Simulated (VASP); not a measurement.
Write the native input for VASP 6.6.1 that does the following.

| Quantity | Value |
| --- | --- |
| Task | single point |
| Functional | LDA |
| Potentials or basis | VASP PAW LDA potentials, release 64 (Ta_pv) |
| Cutoff | 520 eV |
| k mesh | 13 × 13 × 1 |
| Occupations | gaussian, width 0.1 eV |
| Spin | no spin polarisation |
| Dipole correction | yes |
| Further INCAR settings | ALGO = Fast; EDIFF = 1e-07; NBANDS = 42 |

The structure of Ta lies in POSCAR:

```
Ta
1.0
    2.8170663164      0.0000000000      0.0000000000
   -0.9390221055      2.6559555938      0.0000000000
    0.0000000000      0.0000000000     26.5006250778
Ta
6
Direct
    0.5000000000      0.5000000000      0.2830121923
    0.0000000000      0.0000000000      0.3698073154
    0.5000000000      0.5000000000      0.4566024385
    0.0000000000      0.0000000000      0.5433975615
    0.5000000000      0.5000000000      0.6301926846
    0.0000000000      0.0000000000      0.7169878077
```

These files were run (other wordings do the same):

INCAR

```
ALGO     = Fast           # electronic algorithm
DIPOL    = 0.5 0.5 0.500
EDIFF    = 1E-7           # SCF threshold, eV
ENCUT    = 520            # plane-wave cutoff, eV
IDIPOL   = 3            
ISIF     = 2              # what is computed and relaxed
ISMEAR   = 0              # smearing method
LASPH    = True           # aspherical terms in the spheres
LCHARG   = True           # write CHGCAR
LDIPOL   = True         
LELF     = True           # ELF
LREAL    = False          # projectors in reciprocal space
LVACPOTAV= True         
LVHAR    = True         
LWAVE    = False          # write WAVECAR
NBANDS   = 42             # bands
NELM     = 60             # most SCF steps
PREC     = Accurate       # precision mode
SIGMA    = 0.1            # smearing width, eV
```

KPOINTS

```
k-points
0
Gamma
  13 13 1
```

Potentials or basis: VASP PAW LDA potentials, release 64 (Ta_pv).

The run is started by

```bash
$ cat potpaw_LDA.64/Ta_pv/POTCAR > POTCAR
$ mpirun -np 1 vasp_std > vasp.out
```

Results of the run:

```json
{"Largest force": "0.451 eV/Å", "Band gap on the k mesh": "zero (band 33 reaches 2.55 eV, above the bottom of band 34 at 0.25 eV)"}
```

Caveat: spin-orbit coupling is left out, which moves the levels of the heavy elements.

It took 15 min on 1 thread of Intel Xeon 6975P-C, with other jobs on the host, peak memory 0.44 GiB.
